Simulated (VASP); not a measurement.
# SnTe (I4/mmm) in VASP: notebook, part 2 of 2

VASP 6.6.1.

**3. Single point, r2SCAN (strain -0.0200 x Voigt [1, 1, 0, 0, 0, 0])**

Input file POSCAR:

```
SnTe
1.0
    0.0000000000      3.0933700000      3.1565000000
    3.0933700000      0.0000000000      3.1565000000
    3.0933700000      3.0933700000      0.0000000000
Sn Te
1 1
Direct
    0.0000000000      0.0000000000      0.0000000000
    0.5000000000      0.5000000000      0.5000000000
```

Input file INCAR.step1:

```
SYSTEM = SnTe
PREC = Accurate
ENCUT = 520
ISMEAR = 0
SIGMA = 0.15
LREAL = .FALSE.
LASPH = .TRUE.
NELM = 100
NBANDS = 17
GGA = PE
ALGO = Normal
EDIFF = 1E-4
LWAVE = .TRUE.
LCHARG = .FALSE.
```

Input file INCAR.step2:

```
SYSTEM = SnTe
PREC = Accurate
ENCUT = 520
EDIFF = 1E-7
ISMEAR = 0
SIGMA = 0.15
LREAL = .FALSE.
LASPH = .TRUE.
NELM = 100
ALGO = Normal
ISIF = 2
LWAVE = .FALSE.
LCHARG = .FALSE.
METAGGA = R2SCAN
LMIXTAU = .TRUE.
NBANDS = 17
ISTART = 1
```

Input file KPOINTS:

```
Automatic mesh
0
G
  14 14 14
  0 0 0
```

Potentials or basis: VASP PAW PBE potentials, release 64 (Sn_d, Te).

The run is started by

```
$ cat potpaw_PBE.64/Sn_d/POTCAR potpaw_PBE.64/Te/POTCAR > POTCAR
$ cp INCAR.step1 INCAR
$ mpirun -np 1 vasp_std > vasp.out
$ cp INCAR.step2 INCAR
$ mpirun -np 1 vasp_std > vasp.out
```

OUTCAR:

```text
SYSTEM = SnTe
   PREC = Accurate
   ENCUT = 520
   EDIFF = 1E-7
   ISMEAR = 0
   LREAL = .FALSE.
   LASPH = .TRUE.
   NELM = 100
   ISIF = 2
   METAGGA = R2SCAN
   ISTART = 1

 ion  position               nearest neighbor table
   1  0.000  0.000  0.000-   2 3.09   2 3.09   2 3.09   2 3.09   2 3.16   2 3.16
   2  0.500  0.500  0.500-   1 3.09   1 3.09   1 3.09   1 3.09   1 3.16   1 3.16

  LATTYP: Found a body centered tetragonal cell.
 ALAT       =     4.3746858074
 C/A-ratio  =     1.4430750636

  Lattice vectors:

 A1 = (  -3.0933700000,   0.0000000000,   3.1565000000)
 A2 = (   3.0933700000,   0.0000000000,   3.1565000000)
 A3 = (   0.0000000000,   3.0933700000,  -3.1565000000)

Analysis of symmetry for initial positions (statically):
=====================================================================
 Subroutine PRICEL returns:
 Original cell was already a primitive cell.

 Routine SETGRP: Setting up the symmetry group for a
 body centered tetragonal supercell.

 Subroutine GETGRP returns: Found 16 space group operations
 (whereof 16 operations were pure point group operations)
 out of a pool of 16 trial point group operations.
[... 158 lines left out ...]
  ext. energy  EPLUGINS =         0.00000000
  ---------------------------------------------------
  free energy    TOTEN  =       -50.63885599 eV

  energy without entropy =      -50.63827290  energy(sigma->0) =      -50.63856444

 E-fermi :   7.5024     XC(G=0): -10.2374

 val. band max:        7.3040305509   @ k =   0.4286   0.0000   0.0000
 cond. band min:       7.5116564722   @ k =   0.5000  -0.0000   0.0000
 fundamental gap:      0.2076259213
 Fermi energy:         7.5023867478

 k-point     1 :       0.0000    0.0000    0.0000
  band No.  band energies     occupation
      1     -15.3033      2.00000
      2     -15.2978      2.00000
      3     -15.2884      2.00000
      4     -15.2884      2.00000
      5     -15.2837      2.00000
      6      -6.3114      2.00000
[... 457 lines left out ...]
      4     -15.2830      2.00000
      5     -15.2829      2.00000
      6      -5.6636      2.00000
[... 9 lines left out ...]
     16      14.7256      0.00000
     17      16.5462      0.00000

 [... further k-points ...]
[... 5 lines left out ...]
  --------------------------------------------------------------------------------------
  -------------------------------------------------------------------------------------
  Total        1.7045098      1.7045098      0.5243528      0.0000000      0.0000000     -0.0000000
  in kB       45.2075060     45.2075060     13.9070368      0.0000000      0.0000000     -0.0000000
  external PRESSURE =      34.7740163 kB  Pullay stress =       0.0000000 kB

 VOLUME and BASIS-vectors are now :
 -----------------------------------------------------------------------------
  energy-cutoff  :      520.00
  volume of cell :       60.41
      direct lattice vectors                 reciprocal lattice vectors
     0.000000000  3.093370000  3.156500000    -0.161636015  0.161636015  0.158403295
     3.093370000  0.000000000  3.156500000     0.161636015 -0.161636015  0.158403295
     3.093370000  3.093370000  0.000000000     0.161636015  0.161636015 -0.158403295

 POSITION                                       TOTAL-FORCE (eV/Angst)
 -----------------------------------------------------------------------------------
      0.00000      0.00000      0.00000        -0.000000     -0.000000      0.000000
      3.09337      3.09337      3.15650         0.000000      0.000000     -0.000000
 -----------------------------------------------------------------------------------
    total drift:                               -0.000000      0.000000      0.000000

  FREE ENERGIE OF THE ION-ELECTRON SYSTEM (eV)
  ---------------------------------------------------
  free  energy   TOTEN  =       -50.6388559910 eV

  energy  without entropy=      -50.6382728953  energy(sigma->0) =      -50.63856444
```

OSZICAR.step1:

```text
N       E                     dE             d eps       ncg     rms          rms(c)
DAV:   1     0.125830011004E+03    0.12583E+03   -0.95483E+03  8339   0.137E+03
DAV:   2     0.384147657547E+01   -0.12199E+03   -0.11878E+03  8965   0.333E+02
DAV:   3    -0.720897019086E+01   -0.11050E+02   -0.10947E+02 10393   0.887E+01
DAV:   4    -0.752042385363E+01   -0.31145E+00   -0.31124E+00  9914   0.154E+01
DAV:   5    -0.753274782372E+01   -0.12324E-01   -0.12323E-01 12113   0.299E+00    0.503E+00
DAV:   6    -0.749021667407E+01    0.42531E-01   -0.95881E-02 11212   0.213E+00    0.314E+00
DAV:   7    -0.749177013115E+01   -0.15535E-02   -0.47129E-02 10207   0.110E+00    0.696E-01
DAV:   8    -0.749168194057E+01    0.88191E-04   -0.70039E-03 10646   0.669E-01    0.185E-01
DAV:   9    -0.749181297722E+01   -0.13104E-03   -0.53933E-04 10907   0.239E-01    0.390E-02
DAV:  10    -0.749180090821E+01    0.12069E-04   -0.88311E-05  6369   0.905E-02
   1 F= -.74918009E+01 E0= -.74915276E+01  d E =-.546637E-03
```

It took 28 min on 1 thread of Oxide Virtual Turin-like, shared host; peak memory 0.38 GiB.

Results:

```
Free energy : -50.6389 eV
Pressure    : 3.5 GPa
```

Stress tensor (GPa, compression positive):
```
4.52 0.00 0.00
0.00 4.52 0.00
0.00 0.00 1.39
```

Levels at points of the mesh, in eV from the Fermi level:
```csv
k point,band 8,band 9,band 10,band 11,band 12,band 13
"(0.00, 0.00, 0.00)",-2.70,-2.70,-2.47,3.14,3.67,3.67
"(0.50, 0.00, 0.00)",-2.28,-2.21,0.01,0.17,0.21,0.23
"(0.50, 0.50, 0.00)",-6.25,-4.30,-4.30,2.18,5.34,5.34
"(0.50, 0.00, 0.50)",-6.30,-4.48,-4.23,2.13,4.95,5.54
```

Caveat: the cell differs from its parent crystal (strain -0.0200 x Voigt [1, 1, 0, 0, 0, 0]); the PAW data sets were made with another functional, which shifts forces and pressure a little; spin-orbit coupling is left out, which moves the levels of the heavy elements.

**4. Single point, r2SCAN (strain +0.0100 x Voigt [1, 1, 0, 0, 0, 0])**

Input file POSCAR:

```
SnTe
1.0
    0.0000000000      3.1880650000      3.1565000000
    3.1880650000      0.0000000000      3.1565000000
    3.1880650000      3.1880650000      0.0000000000
Sn Te
1 1
Direct
    0.0000000000      0.0000000000      0.0000000000
    0.5000000000      0.5000000000      0.5000000000
```

Input file INCAR.step1:

```
PREC = Accurate
ENCUT = 520
ISMEAR = 0
SIGMA = 0.15
LREAL = False
LASPH = True
NELM = 80
NBANDS = 17
GGA = PE
ALGO = Normal
EDIFF = 1E-4
LWAVE = True
LCHARG = False
```

Input file INCAR.step2:

```
PREC = Accurate
ENCUT = 520
EDIFF = 1E-6
ISMEAR = 0
SIGMA = 0.15
LREAL = False
LASPH = True
NELM = 80
ALGO = Normal
ISIF = 2
LWAVE = False
LCHARG = False
METAGGA = R2SCAN
LMIXTAU = True
NBANDS = 17
ISTART = 1
```

Input file KPOINTS:

```
Automatic mesh
0
Gamma
  14 14 14
```

The run is started by

```
$ cat potpaw_PBE.64/Sn_d/POTCAR potpaw_PBE.64/Te/POTCAR > POTCAR
$ cp INCAR.step1 INCAR
$ mpirun -np 1 vasp_std > vasp.out
$ cp INCAR.step2 INCAR
$ mpirun -np 1 vasp_std > vasp.out
```

Run time: 23 min. Hardware: 1 thread of Oxide Virtual Turin-like, shared host; peak memory 0.39 GiB.

Results (log left out):

* Free energy: -50.6879 eV
* Pressure: 0.3 GPa
* Band gap on the k mesh: 0.10 eV, direct

Stress tensor (GPa, compression positive):
```
-0.10  0.00  0.00
 0.00 -0.10  0.00
 0.00  0.00  1.19
```

Levels at points of the mesh, in eV from the valence-band top:
| k point | band 7 | band 8 | band 9 | band 10 | band 11 | band 12 | band 13 | band 14 |
| --- | --- | --- | --- | --- | --- | --- | --- | --- |
| (0.00, 0.00, 0.00) | -4.87 | -2.52 | -2.40 | -2.40 | 3.27 | 3.27 | 3.53 | 4.97 |
| (0.50, 0.00, 0.00) | -8.69 | -2.09 | -2.07 | 0.00 | 0.10 | 0.27 | 0.32 | 8.12 |
| (0.50, 0.50, 0.00) | -6.81 | -5.84 | -4.03 | -4.03 | 2.38 | 4.93 | 4.93 | 6.61 |
| (0.50, 0.00, 0.50) | -6.75 | -5.81 | -4.07 | -3.95 | 2.40 | 4.84 | 5.12 | 6.44 |

Caveat: the cell differs from its parent crystal (strain +0.0100 x Voigt [1, 1, 0, 0, 0, 0]); the PAW data sets were made with another functional, which shifts forces and pressure a little; spin-orbit coupling is left out, which moves the levels of the heavy elements.

**5. Overview**

```csv
cell,gap on the mesh (eV),pressure (GPa)
"a = 4.376, b = 4.376, c = 4.285 Å, angles 60.7, 60.7, 58.6°, 2 atoms",0.09,6.3
"a = 4.420, b = 4.420, c = 4.375 Å, angles 60.3, 60.3, 59.3°, 2 atoms",-,3.5
"a = 4.486, b = 4.486, c = 4.509 Å, angles 59.8, 59.8, 60.3°, 2 atoms",0.10,0.3
```

Alike in all rows: task single point; level r2SCAN; potentials or basis VASP PAW PBE potentials, release 64 (Sn_d, Te); no spin polarisation; k mesh 14 × 14 × 14; cutoff (eV) 520; smearing gaussian 0.15 eV.

Caveats: the PAW data sets were made with another functional, which shifts forces and pressure a little; spin-orbit coupling is left out, which moves the levels of the heavy elements.

Absolute energies hang on the potentials; compare differences alone.
